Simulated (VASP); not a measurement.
Here is a VASP 6.6.1 calculation.

INCAR

```
  ALGO = Fast
  EDIFF = 1E-6
  ENCUT = 520
  GGA = PS
  ISIF = 2
  ISMEAR = 0
  IVDW = 12
  LASPH = T
  LCHARG = T
  LELF = T
  LREAL = F
  LVHAR = T
  LWAVE = F
  NBANDS = 14
  NELM = 80
  PREC = Accurate
  SIGMA = 0.15
```

The input KPOINTS:

```
k-points
0
Gamma
  18 18 6
```

The input POSCAR:

```
Al
1.0
    2.9315000000      0.0000000000      0.0000000000
   -1.4657500000      2.5387534712      0.0000000000
    0.0000000000      0.0000000000      7.8684000000
Al
4
Direct
    0.0000000000      0.0000000000      0.0000000000
    0.3333333333      0.6666666667      0.2500000000
    0.0000000000      0.0000000000      0.5000000000
    0.6666666667      0.3333333333      0.7500000000
```

Potentials or basis: VASP PAW PBE potentials, release 64 (Al).

Launch:

```bash
$ cat potpaw_PBE.64/Al/POTCAR > POTCAR
$ mpirun -np 1 vasp_std > vasp.out
```

Q: Estimate the dispersion energy per atom.

A: -0.358 eV.

Q: What does it give for the band gap on the k mesh?

A: Zero (band 6 reaches 17.00 eV, above the bottom of band 7 at 7.12 eV).

Q: What does it give for the pressure?

A: 11.7 GPa.

Stress tensor (GPa, compression positive):
```
 4.17  0.00  0.00
 0.00  4.17  0.00
 0.00  0.00 26.89
```

Caveat: the PAW data sets were made with another functional, which shifts forces and pressure a little; pairwise dispersion overbinds metals, which lowers pressure and volume.
